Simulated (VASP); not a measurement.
# TiAl3 (I4/mmm) in VASP: notebook, part 2 of 2

VASP 6.6.1. The steps go on from the part before.

## (3) Single point, LDA

This run uses another cell than the first one, of 15.15 Å³/atom.

File INCAR:

```
SYSTEM = TiAl3
PREC = Accurate
ENCUT = 520
EDIFF = 1E-7
ISMEAR = -1
SIGMA = 0.05
LREAL = .FALSE.
LASPH = .TRUE.
NELM = 100
ALGO = Fast
ISIF = 2
LWAVE = .FALSE.
LCHARG = .TRUE.
LELF = .TRUE.
LVHAR = .TRUE.
NBANDS = 18
```

File KPOINTS:

```
regular mesh
0
G
  10 10 10
  0 0 0
```

File POSCAR:

```
TiAl3
1.0
   -1.8903310158      1.8903310158      4.2392195763
    1.8903310158     -1.8903310158      4.2392195763
    1.8903310158      1.8903310158     -4.2392195763
Ti Al
1 3
Direct
    0.0000000000      0.0000000000      0.0000000000
    0.2500000000      0.7500000000      0.5000000000
    0.7500000000      0.2500000000      0.5000000000
    0.5000000000      0.5000000000      0.0000000000
```

Potentials or basis: VASP PAW LDA potentials, release 64 (Ti_sv, Al).

On the command line:

```bash
> cat potpaw_LDA.64/Ti_sv/POTCAR potpaw_LDA.64/Al/POTCAR > POTCAR
> mpirun -np 1 vasp_std > vasp.out
```

Run time: 11 min. Hardware: 1 thread of Intel Xeon Platinum 8259CL at 2.50GHz (Skylake/Cascade Lake), shared host; peak memory 0.27 GiB.

The run converged. Its results:

```yaml
Free_energy: -22.8019 eV
Pressure: 0.1 GPa
Band_gap_on_the_k_mesh: zero (an odd number of electrons rules out a gap without spin polarisation)
```

Levels at points of the mesh, in eV from the Fermi level:
| k point | band 7 | band 8 | band 9 | band 10 | band 11 | band 12 | band 13 | band 14 | band 15 | band 16 |
| --- | --- | --- | --- | --- | --- | --- | --- | --- | --- | --- |
| (0.00, 0.00, 0.00) | -2.62 | -1.47 | -1.24 | -1.24 | 0.87 | 1.86 | 1.86 | 2.33 | 2.62 | 3.97 |
| (0.50, 0.00, 0.00) | -3.65 | -2.92 | -1.07 | -0.28 | 0.52 | 1.86 | 2.18 | 2.82 | 3.29 | 4.67 |
| (0.50, 0.50, 0.00) | -4.42 | -3.79 | -2.66 | -2.20 | -1.02 | 1.84 | 1.99 | 2.80 | 2.96 | 3.34 |
| (0.50, 0.50, 0.50) | -2.05 | -0.86 | -0.86 | -0.23 | 0.71 | 0.71 | 0.99 | 3.16 | 4.97 | 6.27 |

## (4) Single point, PBEsol

File INCAR:

```
PREC = Accurate
ENCUT = 520
EDIFF = 1E-6
ISMEAR = -1
SIGMA = 0.05
LREAL = F
LASPH = T
NELM = 60
ALGO = Normal
ISIF = 2
LWAVE = F
LCHARG = T
GGA = PS
LELF = T
LVHAR = T
NBANDS = 18
```

File KPOINTS:

```
regular mesh
0
Gamma
  10 10 10
```

File POSCAR:

```
TiAl3
1.0
   -1.9085787147      1.9085787147      4.2733146776
    1.9085787147     -1.9085787147      4.2733146776
    1.9085787147      1.9085787147     -4.2733146776
Ti Al
1 3
Direct
    0.0000000000      0.0000000000      0.0000000000
    0.2500000000      0.7500000000      0.5000000000
    0.7500000000      0.2500000000      0.5000000000
    0.5000000000      0.5000000000      0.0000000000
```

Potentials or basis: VASP PAW PBE potentials, release 64 (Ti_sv, Al).

On the command line:

```bash
> cat potpaw_PBE.64/Ti_sv/POTCAR potpaw_PBE.64/Al/POTCAR > POTCAR
> mpirun -np 1 vasp_std > vasp.out
```

OUTCAR:

```text
PREC = Accurate
   ENCUT = 520
   EDIFF = 1E-6
   ISMEAR = -1
   LREAL = F
   LASPH = T
   NELM = 60
   ISIF = 2
   GGA = PS

 ion  position               nearest neighbor table
   1  0.000  0.000  0.000-   4 2.70   4 2.70   4 2.70   4 2.70   3 2.86   2 2.86   3 2.86   2 2.86
                             3 2.86   3 2.86   2 2.86   2 2.86
   2  0.250  0.750  0.500-   3 2.70   3 2.70   3 2.70   3 2.70   4 2.86   1 2.86   4 2.86   4 2.86
                             1 2.86   1 2.86   4 2.86   1 2.86
   3  0.750  0.250  0.500-   2 2.70   2 2.70   2 2.70   2 2.70   4 2.86   1 2.86   4 2.86   1 2.86
                             4 2.86   4 2.86   1 2.86   1 2.86
   4  0.500  0.500  0.000-   1 2.70   1 2.70   1 2.70   1 2.70   3 2.86   2 2.86   3 2.86   3 2.86
                             2 2.86   2 2.86   3 2.86   2 2.86

  LATTYP: Found a body centered tetragonal cell.
 ALAT       =     3.8171574294
 C/A-ratio  =     2.2390036338

  Lattice vectors:

 A1 = (  -1.9085787147,   1.9085787147,   4.2733146776)
 A2 = (   1.9085787147,  -1.9085787147,   4.2733146776)
 A3 = (   1.9085787147,   1.9085787147,  -4.2733146776)

Analysis of symmetry for initial positions (statically):
=====================================================================
 Subroutine PRICEL returns:
 Original cell was already a primitive cell.

 Routine SETGRP: Setting up the symmetry group for a
 body centered tetragonal supercell.

 Subroutine GETGRP returns: Found 16 space group operations
 (whereof 16 operations were pure point group operations)
 out of a pool of 16 trial point group operations.

The static configuration has the point symmetry D_4h.

Analysis of symmetry for dynamics (positions and initial velocities):
=====================================================================
 Subroutine PRICEL returns:
 Original cell was already a primitive cell.

 Routine SETGRP: Setting up the symmetry group for a
 body centered tetragonal supercell.

 Subroutine GETGRP returns: Found 16 space group operations
 (whereof 16 operations were pure point group operations)
 out of a pool of 16 trial point group operations.
[... 127 lines left out ...]
  Fermi-wavevector in a.u.,A,eV,Ry     =   1.139549  2.153435 17.668137  1.298571
  Thomas-Fermi vector in A             =   2.276252
   LORBIT       =      0    0 simple, 1 ext, 2 COOP (PROOUT), +10 PAW based schemes
   GGA     = PS    functional components
   LHFCALC =     F    Hartree Fock is set to
   AEXX    =    0.0000 exact exchange contribution
   IVDW    =     0    specifies the selected vdW correction
   LEPSILON=     F    determine dielectric tensor
   LRPA    =     F    only Hartree local field effects (RPA)
 non-spin polarized calculation
  energy-cutoff  :      520.00
  volume of cell :       62.27
 maximum number of plane-waves:      1696
 NGX is ok and might be reduce to    40
   NGX = 19   NGY = 19   NGZ = 19

 number of electron      20.9999999 magnetization

 Free energy of the ion-electron system (eV)
  ---------------------------------------------------
  ext. energy  EPLUGINS =         0.00000000
  ---------------------------------------------------
  free energy    TOTEN  =       -22.23583092 eV

  energy without entropy =      -22.22242607  energy(sigma->0) =      -22.22912850

 E-fermi :   8.3252     XC(G=0): -10.8955

 val. band max:        8.2865010831   @ k =  -0.1000   0.3000   0.1000
 cond. band min:       8.3252193123   @ k =  -0.3000  -0.3000   0.2000
 fundamental gap:      0.0387182292
 Fermi energy:         8.3252170436

 k-point     1 :       0.0000    0.0000    0.0000
  band No.  band energies     occupation
      1     -47.8627      2.00000
      2     -24.2841      2.00000
      3     -24.2841      2.00000
      4     -24.2048      2.00000
      5      -1.8067      2.00000
      6       5.4664      2.00000
[... 481 lines left out ...]
      5       1.4907      2.00000
      6       2.6134      2.00000
[... 10 lines left out ...]
     17      13.2150      0.00000
     18      14.4309      0.00000

 [... further k-points ...]

------------------------ aborting loop because EDIFF is reached ----------------------------------------

  FORCE on cell =-STRESS in cart. coord.  units (eV):
  Direction    XX          YY          ZZ          XY          YZ          ZX
  --------------------------------------------------------------------------------------
  -------------------------------------------------------------------------------------
  Total        0.0369610      0.0369610      0.0275706      0.0000000      0.0000000      0.0000000
  in kB        0.9510640      0.9510640      0.7094347      0.0000000      0.0000000      0.0000000
  external PRESSURE =       0.8705209 kB  Pullay stress =       0.0000000 kB

 VOLUME and BASIS-vectors are now :
 -----------------------------------------------------------------------------
  energy-cutoff  :      520.00
  volume of cell :       62.27
      direct lattice vectors                 reciprocal lattice vectors
    -1.908578715  1.908578715  4.273314678     0.000000000  0.261975048  0.117005191
     1.908578715 -1.908578715  4.273314678     0.261975048  0.000000000  0.117005191
     1.908578715  1.908578715 -4.273314678     0.261975048  0.261975048  0.000000000

 POSITION                                       TOTAL-FORCE (eV/Angst)
 -----------------------------------------------------------------------------------
      0.00000      0.00000      0.00000         0.000000     -0.000000     -0.000000
      1.90858      0.00000      2.13666        -0.000000      0.000000     -0.000000
      0.00000      1.90858      2.13666         0.000000      0.000000      0.000000
      0.00000      0.00000      4.27331         0.000000     -0.000000     -0.000000
 -----------------------------------------------------------------------------------
    total drift:                               -0.000000     -0.000000     -0.000000

  FREE ENERGIE OF THE ION-ELECTRON SYSTEM (eV)
  ---------------------------------------------------
  free  energy   TOTEN  =       -22.2358309239 eV

  energy  without entropy=      -22.2224260750  energy(sigma->0) =      -22.22912850
```

Wall time 2.7 min (1 thread of Intel Xeon Platinum 8259CL at 2.50GHz (Skylake/Cascade Lake), shared host); peak memory 0.3 GiB.

Results:

| Item | Value |
| --- | --- |
| Free energy | -22.2358 eV |
| Pressure | 0.1 GPa |
| Band gap on the k mesh | zero (an odd number of electrons rules out a gap without spin polarisation) |

Levels at points of the mesh, in eV from the Fermi level:
| k point | band 7 | band 8 | band 9 | band 10 | band 11 | band 12 | band 13 | band 14 | band 15 | band 16 |
| --- | --- | --- | --- | --- | --- | --- | --- | --- | --- | --- |
| (0.00, 0.00, 0.00) | -2.62 | -1.43 | -1.23 | -1.23 | 0.85 | 1.77 | 1.77 | 2.24 | 2.52 | 3.86 |
| (0.50, 0.00, 0.00) | -3.63 | -2.94 | -1.06 | -0.26 | 0.51 | 1.82 | 2.11 | 2.75 | 3.18 | 4.55 |
| (0.50, 0.50, 0.00) | -4.38 | -3.77 | -2.70 | -2.20 | -0.99 | 1.78 | 1.96 | 2.72 | 2.87 | 3.25 |
| (0.50, 0.50, 0.50) | -2.02 | -0.91 | -0.91 | -0.24 | 0.71 | 0.71 | 0.97 | 3.08 | 4.83 | 6.16 |

Caveat: the PAW data sets were made with another functional, which shifts forces and pressure a little.

## (5) Overview

```csv
level,potentials or basis,cell,cutoff (eV),gap on the mesh (eV),pressure (GPa)
PBEsol,"VASP PAW PBE potentials, release 64 (Ti_sv, Al)","a = 5.054 Å, angles 135.6, 135.6, 64.6°, 4 atoms",500,none,0.1
LDA,"VASP PAW LDA potentials, release 64 (Ti_sv, Al)","a = 5.012 Å, angles 135.7, 135.7, 64.5°, 4 atoms",520,none,0.1
PBEsol,"VASP PAW PBE potentials, release 64 (Ti_sv, Al)","a = 5.054 Å, angles 135.6, 135.6, 64.6°, 4 atoms",520,none,0.1
```

Alike in all rows: task single point; no spin polarisation; k mesh 10 × 10 × 10; smearing fermi-dirac 0.05 eV.

Caveats: the PAW data sets were made with another functional, which shifts forces and pressure a little (at least some runs).

Total energies depend on the potentials used, so only differences within one code and one set of settings carry meaning.
